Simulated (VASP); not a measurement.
# Na2Pt3S4 (Fmmm) in VASP: further runs, part 2 of 2

VASP 6.6.1.

## (3) Single point, PBE

File INCAR:

```
SYSTEM = Na2Pt3S4
  PREC = Accurate
  ENCUT = 520
  EDIFF = 1E-6
  ISMEAR = -1
  SIGMA = 0.1
  LREAL = .False.
  LASPH = .True.
  NELM = 100
  ALGO = Normal
  ISIF = 2
  LWAVE = .False.
  LCHARG = .False.
  GGA = PE
  NBANDS = 44
```

File KPOINTS:

```
regular mesh
0
Gamma
  4 4 4
  0 0 0
```

File POSCAR:

```
Na2Pt3S4
1.0
   -2.9812600000      5.0574120000      0.0000000000
    2.9812600000      0.0000000000      6.2051270000
    2.9812600000      5.0574120000      0.0000000000
Na Pt S
2 3 4
Direct
    0.3430000000      0.6860000000      0.6570000000
    0.6570000000      0.3140000000      0.3430000000
    0.0000000000      0.0000000000      0.0000000000
    0.0000000000      0.0000000000      0.5000000000
    0.5000000000      0.0000000000      0.0000000000
    0.2900000000      0.2400000000      0.0500000000
    0.9500000000      0.2400000000      0.7100000000
    0.7100000000      0.7600000000      0.9500000000
    0.0500000000      0.7600000000      0.2900000000
```

Potentials or basis: VASP PAW PBE potentials, release 64 (Na_pv, Pt, S).

Launch:

```console
$ cat potpaw_PBE.64/Na_pv/POTCAR potpaw_PBE.64/Pt/POTCAR potpaw_PBE.64/S/POTCAR > POTCAR
$ mpirun -np 1 vasp_std > vasp.out
```

OUTCAR:

```text
SYSTEM = Na2Pt3S4
   PREC = Accurate
   ENCUT = 520
   EDIFF = 1E-6
   ISMEAR = -1
   LREAL = .False.
   LASPH = .True.
   NELM = 100
   ISIF = 2
   GGA = PE

 ion  position               nearest neighbor table
   1  0.343  0.686  0.657-
   2  0.657  0.314  0.343-
   3  0.000  0.000  0.000-   6 2.27   7 2.27   8 2.27   9 2.27   4 2.94   5 2.94   4 2.94   5 2.94

   4  0.000  0.000  0.500-   6 2.26   7 2.26   8 2.26   9 2.26   3 2.94   3 2.94   5 2.98   5 2.98

[... 1058 lines left out ...]
  Total       18.4685790     15.3835955     14.4001722      0.0000000      0.0000000      0.0000000
  in kB      158.1376230    131.7223826    123.3017984      0.0000000      0.0000000      0.0000000
  external PRESSURE =     137.7206013 kB  Pullay stress =       0.0000000 kB

 VOLUME and BASIS-vectors are now :
 -----------------------------------------------------------------------------
  energy-cutoff  :      520.00
  volume of cell :      187.12
      direct lattice vectors                 reciprocal lattice vectors
    -2.981260000  5.057412000  0.000000000    -0.167714322  0.098864795  0.080578528
     2.981260000  0.000000000  6.205127000     0.000000000  0.000000000  0.161157056
     2.981260000  5.057412000  0.000000000     0.167714322  0.098864795 -0.080578528

 POSITION                                       TOTAL-FORCE (eV/Angst)
 -----------------------------------------------------------------------------------
      2.98126      5.05741      4.25672         0.000000      0.000000      0.188804
      0.00000      5.05741      1.94841        -0.000000      0.000000     -0.188804
      0.00000      0.00000      0.00000         0.000000      0.000000      0.000000
      1.49063      2.52871      0.00000        -0.000000      0.000000      0.000000
     -1.49063      2.52871      0.00000         0.000000      0.000000      0.000000
      0.00000      1.71952      1.48923         0.000000     -0.372588      2.716512
      0.00000      8.39530      1.48923         0.000000      0.372588      2.716512
      2.98126      8.39530      4.71590        -0.000000      0.372588     -2.716512
      2.98126      1.71952      4.71590        -0.000000     -0.372588     -2.716512
 -----------------------------------------------------------------------------------
    total drift:                                0.000000      0.000000     -0.000000

  FREE ENERGIE OF THE ION-ELECTRON SYSTEM (eV)
  ---------------------------------------------------
  free  energy   TOTEN  =       -41.3634122396 eV

  energy  without entropy=      -41.3583817994  energy(sigma->0) =      -41.36089702
```

OSZICAR:

```text
N       E                     dE             d eps       ncg     rms          rms(c)
DAV:   1     0.583913979624E+03    0.58391E+03   -0.31503E+04  1592   0.152E+03
DAV:   2     0.228680944949E+02   -0.56105E+03   -0.53047E+03  1684   0.362E+02
DAV:   3    -0.405697271922E+02   -0.63438E+02   -0.61244E+02  1948   0.126E+02
DAV:   4    -0.433623256137E+02   -0.27926E+01   -0.27574E+01  1888   0.267E+01
DAV:   5    -0.434571481627E+02   -0.94823E-01   -0.94655E-01  2188   0.515E+00    0.368E+01
DAV:   6    -0.416915542618E+02    0.17656E+01   -0.63157E+00  1780   0.142E+01    0.208E+01
DAV:   7    -0.414325365528E+02    0.25902E+00   -0.19269E+00  1820   0.727E+00    0.712E+00
DAV:   8    -0.413684298568E+02    0.64107E-01   -0.14880E-01  1836   0.251E+00    0.139E+00
DAV:   9    -0.413635707269E+02    0.48591E-02   -0.43904E-02  1800   0.109E+00    0.356E-01
DAV:  10    -0.413631868581E+02    0.38387E-03   -0.70269E-03  1820   0.458E-01    0.375E-01
DAV:  11    -0.413632904568E+02   -0.10360E-03   -0.41029E-04  1912   0.119E-01    0.231E-01
DAV:  12    -0.413634148964E+02   -0.12444E-03   -0.33076E-04  1724   0.962E-02    0.780E-02
DAV:  13    -0.413634121229E+02    0.27735E-05   -0.32611E-04  1808   0.922E-02    0.690E-02
DAV:  14    -0.413634122686E+02   -0.14570E-06   -0.19661E-05  1884   0.237E-02    0.530E-02
DAV:  15    -0.413634122396E+02    0.28977E-07   -0.36509E-07  1204   0.330E-03
   1 F= -.41363412E+02 E0= -.41360897E+02  d E =-.503044E-02
```

stdout:

```text
POSCAR found type information on POSCAR NaPtS
 POSCAR found :  3 types and       9 ions
 scaLAPACK will be used
 LDA part: xc-table for (Slater+PW92), standard interpolation
 POSCAR, INCAR and KPOINTS ok, starting setup
 FFT: planning ... GRIDC
 FFT: planning ... GRID_SOFT
 FFT: planning ... GRID
 WAVECAR not read
 entering main loop
```

It took 1.8 min on 1 thread of Intel Xeon 6975P-C (Granite Rapids), shared host; peak memory 0.39 GiB.

What came out:

| Property | Result |
| --- | --- |
| Free energy | -41.3634 eV |
| Pressure | 13.8 GPa |
| Largest force | 2.742 eV/Å |
| Band gap on the k mesh | 0.76 eV, indirect (least direct gap 0.96 eV) |

Forces on the atoms (eV/Å):
```
Na   0.000  0.000  0.189
Na   0.000  0.000 -0.189
Pt   0.000  0.000  0.000
Pt   0.000  0.000  0.000
Pt   0.000  0.000  0.000
S    0.000 -0.373  2.717
S    0.000  0.373  2.717
S    0.000  0.373 -2.717
S    0.000 -0.373 -2.717
```

Levels at points of the mesh, in eV from the valence-band top:
| k point | band 32 | band 33 | band 34 | band 35 | band 36 | band 37 |
| --- | --- | --- | --- | --- | --- | --- |
| (0.00, 0.00, 0.00) | -0.87 | -0.10 | -0.08 | 1.40 | 1.74 | 1.85 |
| (0.50, 0.00, 0.00) | -0.85 | -0.74 | -0.39 | 1.36 | 1.71 | 2.04 |
| (0.00, 0.50, 0.00) | -0.88 | -0.23 | 0.00 | 1.55 | 2.07 | 2.33 |
| (0.50, 0.00, 0.50) | -0.84 | -0.78 | -0.63 | 1.75 | 2.25 | 2.40 |
| (0.50, 0.50, 0.50) | -0.86 | -0.72 | -0.13 | 0.83 | 1.35 | 2.02 |

Caveat: spin-orbit coupling is left out, which moves the levels of the heavy elements; forces of over 1 eV/Å act on the atoms, so gaps and moduli don't describe the material at rest.

## (4) Single point, PBE

File INCAR:

```
SYSTEM = Na2Pt3S4
PREC = Accurate
ENCUT = 520
EDIFF = 1E-6
ISMEAR = -5
SIGMA = 0.1
LREAL = .False.
LASPH = .True.
NELM = 80
ALGO = Normal
ISIF = 2
LWAVE = .False.
LCHARG = .False.
GGA = PE
NBANDS = 44
```

File KPOINTS:

```
Automatic mesh
0
Gamma
  4 4 4
  0 0 0
```

POSCAR is that of step 3.

Potentials or basis: VASP PAW PBE potentials, release 64 (Na_pv, Pt, S).

Launch:

```console
$ cat potpaw_PBE.64/Na_pv/POTCAR potpaw_PBE.64/Pt/POTCAR potpaw_PBE.64/S/POTCAR > POTCAR
$ mpirun -np 1 vasp_std > vasp.out
```

OUTCAR:

```text
SYSTEM = Na2Pt3S4
   PREC = Accurate
   ENCUT = 520
   EDIFF = 1E-6
   ISMEAR = -5
   LREAL = .False.
   LASPH = .True.
   NELM = 80
   ISIF = 2
   GGA = PE

 ion  position               nearest neighbor table
   1  0.343  0.686  0.657-
   2  0.657  0.314  0.343-
   3  0.000  0.000  0.000-   6 2.27   7 2.27   8 2.27   9 2.27   4 2.94   5 2.94   4 2.94   5 2.94

   4  0.000  0.000  0.500-   6 2.26   7 2.26   8 2.26   9 2.26   3 2.94   3 2.94   5 2.98   5 2.98

   5  0.500  0.000  0.000-   6 2.26   7 2.26   8 2.26   9 2.26   3 2.94   3 2.94   4 2.98   4 2.98

   6  0.290  0.240  0.050-   4 2.26   5 2.26   3 2.27
   7  0.950  0.240  0.710-   4 2.26   5 2.26   3 2.27
   8  0.710  0.760  0.950-   4 2.26   5 2.26   3 2.27
   9  0.050  0.760  0.290-   4 2.26   5 2.26   3 2.27

  LATTYP: Found a face centered orthorhombic cell.
 ALAT       =     5.9625200000
 B/A-ratio  =     1.6964008506
 C/A-ratio  =     2.0813773371

  Lattice vectors:

[... 191 lines left out ...]
 cond. band min:       6.0923857431   @ k =  -0.2500  -0.2500   0.2500
 fundamental gap:      0.7605652826
 Fermi energy:         5.3969378268

 k-point     1 :       0.0000    0.0000    0.0000
  band No.  band energies     occupation
      1     -19.8090      2.00000
      2     -19.8004      2.00000
      3     -19.7924      2.00000
      4     -19.7821      2.00000
      5     -19.7768      2.00000
      6     -19.7749      2.00000
[... 835 lines left out ...]
     43      11.2211      0.00000
     44      11.3159      0.00000

------------------------ aborting loop because EDIFF is reached ----------------------------------------

  FORCE on cell =-STRESS in cart. coord.  units (eV):
  Direction    XX          YY          ZZ          XY          YZ          ZX
  --------------------------------------------------------------------------------------
  -------------------------------------------------------------------------------------
  Total       18.4445928     15.3753112     14.3555440      0.0000000      0.0000000      0.0000000
  in kB      157.9322405    131.6514477    122.9196681      0.0000000      0.0000000      0.0000000
  external PRESSURE =     137.5011188 kB  Pullay stress =       0.0000000 kB

 VOLUME and BASIS-vectors are now :
 -----------------------------------------------------------------------------
  energy-cutoff  :      520.00
  volume of cell :      187.12
      direct lattice vectors                 reciprocal lattice vectors
    -2.981260000  5.057412000  0.000000000    -0.167714322  0.098864795  0.080578528
     2.981260000  0.000000000  6.205127000     0.000000000  0.000000000  0.161157056
     2.981260000  5.057412000  0.000000000     0.167714322  0.098864795 -0.080578528

 POSITION                                       TOTAL-FORCE (eV/Angst)
 -----------------------------------------------------------------------------------
      2.98126      5.05741      4.25672        -0.000000     -0.000000      0.189951
      0.00000      5.05741      1.94841         0.000000     -0.000000     -0.189951
      0.00000      0.00000      0.00000         0.000000     -0.000000      0.000000
      1.49063      2.52871      0.00000        -0.000000     -0.000000      0.000000
     -1.49063      2.52871      0.00000        -0.000000     -0.000000      0.000000
      0.00000      1.71952      1.48923         0.000000     -0.372948      2.713601
      0.00000      8.39530      1.48923         0.000000      0.372948      2.713601
      2.98126      8.39530      4.71590        -0.000000      0.372948     -2.713601
      2.98126      1.71952      4.71590        -0.000000     -0.372948     -2.713601
 -----------------------------------------------------------------------------------
    total drift:                                0.000000      0.000000     -0.000000

  FREE ENERGIE OF THE ION-ELECTRON SYSTEM (eV)
  ---------------------------------------------------
  free  energy   TOTEN  =       -41.3625838034 eV

  energy  without entropy=      -41.3625838034  energy(sigma->0) =      -41.36258380
```

stdout:

```text
POSCAR found type information on POSCAR NaPtS
 POSCAR found :  3 types and       9 ions
 scaLAPACK will be used
 LDA part: xc-table for (Slater+PW92), standard interpolation
 POSCAR, INCAR and KPOINTS ok, starting setup
 FFT: planning ... GRIDC
 FFT: planning ... GRID_SOFT
 FFT: planning ... GRID
 WAVECAR not read
 entering main loop
```

Wall time 1.9 min (1 thread of Intel Xeon 6975P-C (Granite Rapids), shared host); peak memory 0.41 GiB.

Results:

```yaml
Free_energy: -41.3626 eV
Pressure: 13.8 GPa
Largest_force: 2.739 eV/Å
Band_gap_on_the_k_mesh: 0.76 eV, indirect (least direct gap 0.96 eV)
```

Forces on the atoms (eV/Å):
```
Na   0.000  0.000  0.190
Na   0.000  0.000 -0.190
Pt   0.000  0.000  0.000
Pt   0.000  0.000  0.000
Pt   0.000  0.000  0.000
S    0.000 -0.373  2.714
S    0.000  0.373  2.714
S    0.000  0.373 -2.714
S    0.000 -0.373 -2.714
```

Caveat: spin-orbit coupling is left out, which moves the levels of the heavy elements; forces of over 1 eV/Å act on the atoms, so gaps and moduli don't describe the material at rest.
